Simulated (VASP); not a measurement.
# Cd3O2 (R-3m) in VASP: single point with PBE

Aim: the single point of Cd3O2 with PBE.

All numbers are computed with VASP 6.6.1; they aren't measurements. Logs are shortened: lines on timing, memory, paths and dates and some standing lists are left out, and cuts for length are marked.

### Step 1. The cell of the first run

It takes space group R-3m (No. 166, trigonal). Conventional cell: a = 5.627 Å, b = 5.627 Å, c = 10.266 Å, α = 90.00°, β = 90.00°, γ = 120.00°. Cd (site symmetry 2/m) has 4 O at 2.36 to 2.81 Å and 4 Cd at 2.81 Å within 3.1 Å. Within 3.1 Å of O (site symmetry -3m) lie 6 Cd at 2.36 Å. O (site symmetry -3m) has 6 Cd at 2.81 Å and 6 O at 3.67 Å within 3.7 Å.

### Step 2. Single point, PBE

Contents of INCAR:

```
PREC = Accurate ; ENCUT = 600
EDIFF = 1E-6 ; ISMEAR = 0
SIGMA = 0.2 ; LREAL = F
LASPH = T ; NELM = 120
ALGO = Normal ; ISIF = 2
LWAVE = F ; LCHARG = T
GGA = PE ; LELF = T
LVHAR = T ; NBANDS = 32
GGA_COMPAT = F
```

Contents of KPOINTS:

```
regular mesh
0
Gamma
  4 4 4
```

Contents of POSCAR:

```
Cd3O2
1.0
    2.8135071384      1.6243791037      3.4220662131
   -2.8135071384      1.6243791037      3.4220662131
    0.0000000000     -3.2487582074      3.4220662131
Cd O
3 2
Direct
    0.0000000000      0.5000000000      0.5000000000
    0.5000000000      0.0000000000      0.5000000000
    0.5000000000      0.5000000000      0.0000000000
    0.5000000000      0.5000000000      0.5000000000
    0.0000000000      0.0000000000      0.0000000000
```

Potentials or basis: VASP PAW PBE potentials, release 64 (Cd, O).

Started as:

```
> cat potpaw_PBE.64/Cd/POTCAR potpaw_PBE.64/O/POTCAR > POTCAR
> mpirun -np 1 vasp_std > vasp.out
```

OUTCAR:

```text
PREC = Accurate
   ENCUT = 600
   EDIFF = 1E-6
   ISMEAR = 0
   LREAL = F
   LASPH = T
   NELM = 120
   ISIF = 2
   GGA = PE

 ion  position               nearest neighbor table
   1  0.000  0.500  0.500-   4 2.36   4 2.36   5 2.81   5 2.81   3 2.81   3 2.81   2 2.81   2 2.81

   2  0.500  0.000  0.500-   4 2.36   4 2.36   5 2.81   3 2.81   3 2.81   5 2.81   1 2.81   1 2.81

   3  0.500  0.500  0.000-   4 2.36   4 2.36   2 2.81   1 2.81   2 2.81   1 2.81   5 2.81   5 2.81

   4  0.500  0.500  0.500-   3 2.36   3 2.36   1 2.36   2 2.36   2 2.36   1 2.36
   5  0.000  0.000  0.000-   1 2.81   2 2.81   1 2.81   2 2.81   3 2.81   3 2.81

  LATTYP: Found a trigonal (rhomboedric) cell.
 ALAT       =     4.7185768042
 COS(alpha) =     0.2889437117

  Lattice vectors:

 A1 = (   2.8135071384,   1.6243791037,   3.4220662131)
 A2 = (  -2.8135071384,   1.6243791037,   3.4220662131)
 A3 = (   0.0000000000,  -3.2487582074,   3.4220662131)

Analysis of symmetry for initial positions (statically):
=====================================================================
 Subroutine PRICEL returns:
 Original cell was already a primitive cell.

 Routine SETGRP: Setting up the symmetry group for a
 trigonal (rhombohedral) supercell.

 Subroutine GETGRP returns: Found 12 space group operations
 (whereof 12 operations were pure point group operations)
 out of a pool of 12 trial point group operations.

The static configuration has the point symmetry D_3d.

Analysis of symmetry for dynamics (positions and initial velocities):
=====================================================================
 Subroutine PRICEL returns:
 Original cell was already a primitive cell.

 Routine SETGRP: Setting up the symmetry group for a
 trigonal (rhombohedral) supercell.

 Subroutine GETGRP returns: Found 12 space group operations
 (whereof 12 operations were pure point group operations)
 out of a pool of 12 trial point group operations.

The dynamic configuration has the point symmetry D_3d.

 Subroutine INISYM returns: Found 12 space group operations
 (whereof 12 operations are pure point group operations),
 and found     1 'primitive' translations

----------------------------------------------------------------------------------------

                                     Primitive cell

  volume of cell :      93.8372

  direct lattice vectors                    reciprocal lattice vectors
     2.813507138  1.624379104  3.422066213     0.177714139  0.102603306  0.097407038
    -2.813507138  1.624379104  3.422066213    -0.177714139  0.102603306  0.097407038
     0.000000000 -3.248758207  3.422066213     0.000000000 -0.205206613  0.097407038

  length of vectors
     4.718576804  4.718576804  4.718576804     0.227151678  0.227151678  0.227151678

  position of ions in fractional coordinates (direct lattice)
     1.000000000  0.500000000  0.500000000
     0.500000000  1.000000000  0.500000000
     0.500000000  0.500000000  0.000000000
     0.500000000  0.500000000  0.500000000
     0.000000000  0.000000000  0.000000000

  ion indices of the primitive-cell ions
   primitive index   ion index
                 1           1
                 2           2
                 3           3
                 4           4
                 5           5

----------------------------------------------------------------------------------------

 KPOINTS: regular mesh

Automatic generation of k-mesh.
 Grid dimensions read from file:
 generate k-points for:    4    4    4

 Generating k-lattice:

  Cartesian coordinates                     Fractional coordinates (reciprocal lattice)
     0.044428535  0.025650827  0.024351759     0.250000000 -0.000000000  0.000000000
    -0.044428535  0.025650827  0.024351759    -0.000000000  0.250000000  0.000000000
     0.000000000 -0.051301653  0.024351759     0.000000000  0.000000000  0.250000000

  Length of vectors
     0.056787920  0.056787920  0.056787920

  Shift w.r.t. Gamma in fractional coordinates (k-lattice)
     0.000000000  0.000000000  0.000000000

 Subroutine IBZKPT returns following result:
 ===========================================

 Found     13 irreducible k-points:

 Following reciprocal coordinates:
            Coordinates               Weight
  0.000000  0.000000  0.000000      1.000000
  0.250000 -0.000000  0.000000      6.000000
  0.500000 -0.000000  0.000000      3.000000
  0.250000  0.250000  0.000000      6.000000
  0.500000  0.250000  0.000000     12.000000
 -0.250000  0.250000  0.000000      6.000000
  0.500000  0.500000  0.000000      3.000000
  0.250000  0.250000  0.250000      2.000000
  0.500000  0.250000  0.250000      6.000000
 -0.250000  0.250000  0.250000      6.000000
  0.500000  0.500000  0.250000      6.000000
 -0.250000  0.500000  0.250000      6.000000
  0.500000  0.500000  0.500000      1.000000
   k-points           NKPTS =     13   k-points in BZ     NKDIM =     13   number of bands    NBANDS=     32
   number of dos      NEDOS =    301   number of ions     NIONS =      5
   total plane-waves  NPLWV =  64000
   dimension x,y,z NGX =    40 NGY =   40 NGZ =   40
   dimension x,y,z NGXF=    80 NGYF=   80 NGZF=   80
   ions per type =               3   2
   NGX,Y,Z   is equivalent  to a cutoff of  14.09, 14.09, 14.09 a.u.
   NGXF,Y,Z  is equivalent  to a cutoff of  28.19, 28.19, 28.19 a.u.
 SYSTEM =  unknown system
   PREC   = accura    normal or accurate (medium, high low for compatibility)
   ISTART =      0    job   : 0-new  1-cont  2-samecut
   ICHARG =      2    charge: 1-file 2-atom 10-const
   ISPIN  =      1    spin polarized calculation?
   LNONCOLLINEAR =      F non collinear calculations
   LSORBIT =      F    spin-orbit coupling
   LASPH  =      T    aspherical Exc in radial PAW
   ENCUT  =  600.0 eV  44.10 Ry    6.64 a.u.   9.42  9.42  9.42*2*pi/ulx,y,z
   NELM   =    120;   NELMIN=  2; NELMDL= -5     # of ELM steps
   EDIFF  = 0.1E-05   stopping-criterion for ELM
   LREAL  =      F    real-space projection
   EDIFFG = 0.1E-04   stopping-criterion for IOM
   NSW    =      0    number of steps for IOM
   IBRION =     -1    ionic relax: 0-MD 1-quasi-New 2-CG
   NFREE  =      0    steps in history (QN), initial steepest desc. (CG)
   ISIF   =      2    stress and relaxation
   ISYM   =      2    0-nonsym 1-usesym 2-fastsym
   POTIM  = 0.5000    time-step for ionic-motion
   TEBEG  =    0.0;   TEEND  =   0.0 temperature during run
   PSTRESS=    0.0 pullay stress
   NELECT =      48.0000    total number of electrons
   NUPDOWN=      -1.0000    fix difference up-down
   EMIN   =  10.00;   EMAX   =-10.00  energy-range for DOS
   EFERMI =   0.00;   METHOD = LEGACY
   ISMEAR =     0;   SIGMA  =   0.20  broadening in eV -4-tet -1-fermi 0-gaus
   EFERMI_NEDOS =   21; number of points for ismear=-14 and -15
   IALGO  =     38    algorithm
   IMIX   =      4    mixing-type and parameters
     AMIX     =   0.40;   BMIX     =  1.00
     AMIX_MAG =   1.60;   BMIX_MAG =  1.00
  volume/ion in A,a.u.               =      18.77       126.65
  Fermi-wavevector in a.u.,A,eV,Ry     =   1.309273  2.474167 23.323050  1.714196
  Thomas-Fermi vector in A             =   2.439883
   LORBIT       =      0    0 simple, 1 ext, 2 COOP (PROOUT), +10 PAW based schemes
   GGA     = PE    functional components
   LHFCALC =     F    Hartree Fock is set to
   AEXX    =    0.0000 exact exchange contribution
   IVDW    =     0    specifies the selected vdW correction
   LEPSILON=     F    determine dielectric tensor
   LRPA    =     F    only Hartree local field effects (RPA)
 non-spin polarized calculation
 Gauss-broadening in eV      SIGMA  =   0.20
  energy-cutoff  :      600.00
  volume of cell :       93.84
 maximum number of plane-waves:      3169
 NGX is ok and might be reduce to    40
   NGX = 19   NGY = 19   NGZ = 19

 number of electron      48.0000020 magnetization

 Free energy of the ion-electron system (eV)
  ---------------------------------------------------
  ext. energy  EPLUGINS =         0.00000000
  ---------------------------------------------------
  free energy    TOTEN  =       -12.85769291 eV

  energy without entropy =      -12.83651159  energy(sigma->0) =      -12.84710225

 E-fermi :   1.5872     XC(G=0): -10.0595

 val. band max:        1.5747285045   @ k =   0.5000  -0.0000   0.0000
 cond. band min:       1.6645008545   @ k =   0.5000  -0.0000   0.0000
 fundamental gap:      0.0897723501
 Fermi energy:         1.5872354765

 k-point     1 :       0.0000    0.0000    0.0000
  band No.  band energies     occupation
      1     -17.2725      2.00000
      2     -14.5002      2.00000
      3      -8.5040      2.00000
      4      -8.0201      2.00000
      5      -8.0201      2.00000
      6      -7.4523      2.00000
[... 24 lines left out ...]
     31       9.0149      0.00000
     32      10.1420      0.00000

 k-point     2 :       0.2500   -0.0000    0.0000
  band No.  band energies     occupation
      1     -17.2170      2.00000
      2     -14.4795      2.00000
      3      -8.3188      2.00000
      4      -7.9639      2.00000
      5      -7.8003      2.00000
      6      -7.4313      2.00000
[... 24 lines left out ...]
     31       8.2285      0.00000
     32       9.4955      0.00000

 k-point     3 :       0.5000   -0.0000    0.0000
  band No.  band energies     occupation
      1     -17.1599      2.00000
      2     -14.4588      2.00000
      3      -8.1330      2.00000
      4      -7.6805      2.00000
      5      -7.6561      2.00000
      6      -7.3826      2.00000
[... 24 lines left out ...]
     31       8.9348      0.00000
     32       9.5542      0.00000

 k-point     4 :       0.2500    0.2500    0.0000
  band No.  band energies     occupation
      1     -17.1644      2.00000
      2     -14.4748      2.00000
      3      -8.3787      2.00000
      4      -7.9711      2.00000
      5      -7.7873      2.00000
      6      -7.6016      2.00000
[... 24 lines left out ...]
     31       8.8947      0.00000
     32       9.6429      0.00000

 k-point     5 :       0.5000    0.2500    0.0000
  band No.  band energies     occupation
      1     -17.1065      2.00000
      2     -14.4533      2.00000
      3      -8.1712      2.00000
      4      -7.8944      2.00000
      5      -7.6816      2.00000
      6      -7.4415      2.00000
[... 24 lines left out ...]
     31       9.1153      0.00000
     32      10.3453      0.00000

 k-point     6 :      -0.2500    0.2500    0.0000
  band No.  band energies     occupation
      1     -17.1607      2.00000
      2     -14.4579      2.00000
      3      -7.9948      2.00000
      4      -7.8968      2.00000
      5      -7.6011      2.00000
      6      -7.4673      2.00000
[... 24 lines left out ...]
     31       9.5098      0.00000
     32      10.0030      0.00000

 k-point     7 :       0.5000    0.5000    0.0000
  band No.  band energies     occupation
      1     -17.0515      2.00000
      2     -14.4477      2.00000
      3      -8.4337      2.00000
      4      -7.8346      2.00000
      5      -7.7158      2.00000
      6      -7.3736      2.00000
[... 24 lines left out ...]
     31       9.7648      0.00000
     32      11.0710      0.00000

 k-point     8 :       0.2500    0.2500    0.2500
  band No.  band energies     occupation
      1     -17.1139      2.00000
      2     -14.4889      2.00000
      3      -8.6525      2.00000
      4      -8.0173      2.00000
      5      -8.0173      2.00000
      6      -7.7681      2.00000
[... 24 lines left out ...]
     31       9.0249      0.00000
     32       9.0249      0.00000

 k-point     9 :       0.5000    0.2500    0.2500
  band No.  band energies     occupation
      1     -17.0548      2.00000
      2     -14.4678      2.00000
      3      -8.5701      2.00000
      4      -7.9858      2.00000
      5      -7.7997      2.00000
      6      -7.7962      2.00000
[... 24 lines left out ...]
     31       8.9337      0.00000
     32       9.9363      0.00000

 k-point    10 :      -0.2500    0.2500    0.2500
  band No.  band energies     occupation
      1     -17.1070      2.00000
      2     -14.4533      2.00000
      3      -8.2433      2.00000
      4      -7.7937      2.00000
      5      -7.6703      2.00000
      6      -7.3507      2.00000
[... 24 lines left out ...]
     31       9.6130      0.00000
     32      10.3914      0.00000

 k-point    11 :       0.5000    0.5000    0.2500
  band No.  band energies     occupation
      1     -16.9982      2.00000
      2     -14.4634      2.00000
      3      -8.7199      2.00000
      4      -7.9682      2.00000
      5      -7.8889      2.00000
      6      -7.7880      2.00000
[... 24 lines left out ...]
     31       9.1728      0.00000
     32      10.7662      0.00000

 k-point    12 :      -0.2500    0.5000    0.2500
  band No.  band energies     occupation
      1     -17.0516      2.00000
      2     -14.4488      2.00000
      3      -8.3616      2.00000
      4      -7.8710      2.00000
      5      -7.7033      2.00000
      6      -7.4692      2.00000
[... 24 lines left out ...]
     31       9.7070      0.00000
     32      10.2510      0.00000

 k-point    13 :       0.5000    0.5000    0.5000
  band No.  band energies     occupation
      1     -16.9432      2.00000
      2     -14.4791      2.00000
      3      -8.9864      2.00000
      4      -8.0284      2.00000
      5      -8.0284      2.00000
      6      -8.0144      2.00000
[... 24 lines left out ...]
     31      10.3155      0.00000
     32      10.3157      0.00000

------------------------ aborting loop because EDIFF is reached ----------------------------------------

  FORCE on cell =-STRESS in cart. coord.  units (eV):
  Direction    XX          YY          ZZ          XY          YZ          ZX
  --------------------------------------------------------------------------------------
  -------------------------------------------------------------------------------------
  Total        0.3038314      0.3038314      0.1750261      0.0000000     -0.0000000      0.0000000
  in kB        5.1876199      5.1876199      2.9883971      0.0000000     -0.0000000      0.0000000
  external PRESSURE =       4.4545456 kB  Pullay stress =       0.0000000 kB

 VOLUME and BASIS-vectors are now :
 -----------------------------------------------------------------------------
  energy-cutoff  :      600.00
  volume of cell :       93.84
      direct lattice vectors                 reciprocal lattice vectors
     2.813507138  1.624379104  3.422066213     0.177714139  0.102603306  0.097407038
    -2.813507138  1.624379104  3.422066213    -0.177714139  0.102603306  0.097407038
     0.000000000 -3.248758207  3.422066213     0.000000000 -0.205206613  0.097407038

 POSITION                                       TOTAL-FORCE (eV/Angst)
 -----------------------------------------------------------------------------------
     -1.40675     -0.81219      3.42207         0.000000      0.000000     -0.000000
      1.40675     -0.81219      3.42207        -0.000000     -0.000000     -0.000000
      0.00000      1.62438      3.42207         0.000000      0.000000      0.000000
      0.00000      0.00000      5.13310        -0.000000     -0.000000     -0.000000
      0.00000      0.00000      0.00000         0.000000     -0.000000     -0.000000
 -----------------------------------------------------------------------------------
    total drift:                               -0.000000      0.000000     -0.000000

  FREE ENERGIE OF THE ION-ELECTRON SYSTEM (eV)
  ---------------------------------------------------
  free  energy   TOTEN  =       -12.8576929129 eV

  energy  without entropy=      -12.8365115895  energy(sigma->0) =      -12.84710225
```

Run time: 33 s. Hardware: 1 thread of Intel Xeon 6975P-C (Granite Rapids), shared host; peak memory 0.24 GiB.

What came out:

```yaml
Free_energy: -12.8577 eV
Pressure: 0.4 GPa
Band_gap_on_the_k_mesh: zero (band 24 reaches 1.91 eV, above the bottom of band 25 at 1.66 eV)
```

Stress tensor (GPa, compression positive):
```
0.52 0.00 0.00
0.00 0.52 0.00
0.00 0.00 0.30
```
